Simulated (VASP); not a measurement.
Set up this calculation in VASP 6.6.1, as the native input.

```
Task                   : single point
Functional             : PBEsol
Potentials or basis    : VASP PAW PBE potentials, release 64 (Mg, O)
Cutoff                 : 520 eV
k mesh                 : 9 × 9 × 4
Occupations            : gaussian, width 0.05 eV
Spin                   : no spin polarisation
Dipole correction      : no
Further INCAR settings : ALGO = Normal; EDIFF = 1e-06; NBANDS = 26
```

The structure of MgO lies in POSCAR:

```
MgO
1.0
    3.2553371795      0.0000000000      0.0000000000
   -1.6276685897      2.8192046953      0.0000000000
    0.0000000000      0.0000000000     10.4149514991
Mg O
4 4
Direct
    0.3333333333      0.6666666667      0.9695963559
    0.0000000000      0.0000000000      0.2209473890
    0.0000000000      0.0000000000      0.7209473890
    0.6666666667      0.3333333333      0.4695963559
    0.3333333333      0.6666666667      0.7799156657
   -0.1597376773      0.0000000000      0.5919490456
    0.0000000000      0.0000000000      0.0295387694
    0.6666666667      0.3333333333      0.2799156657
```

This cell differs from its parent crystal: atom 6 (O) moved by -0.520 Å along [1 0 0] and +0.650 Å along [0 0 1].

The input as run:

INCAR

```
ALGO = Normal
EDIFF = 1E-6
ENCUT = 520
GGA = PS
ISIF = 2
ISMEAR = 0
LASPH = T
LCHARG = T
LELF = T
LREAL = F
LVHAR = T
LWAVE = F
NBANDS = 26
NELM = 80
PREC = Accurate
SIGMA = 0.05
```

KPOINTS

```
k-points
0
Gamma
  9 9 4
```

Potentials or basis: VASP PAW PBE potentials, release 64 (Mg, O).

Run with:

```console
$ cat potpaw_PBE.64/Mg/POTCAR potpaw_PBE.64/O/POTCAR > POTCAR
$ mpirun -np 1 vasp_std > vasp.out
```

Results of the run:

```
Pressure               : 15.7 GPa
Largest force          : 23.729 eV/Å
Band gap on the k mesh : 0.68 eV, direct
```

Caveat: the cell differs from its parent crystal (atom 6 (O) moved by -0.520 Å along [1 0 0] and +0.650 Å along [0 0 1]); the PAW data sets were made with another functional, which shifts forces and pressure a little.

It took 3.3 min on 1 thread of Intel(R) Xeon(R) Platinum 8488C (Sapphire Rapids), with other jobs on the host, peak memory 0.42 GiB.
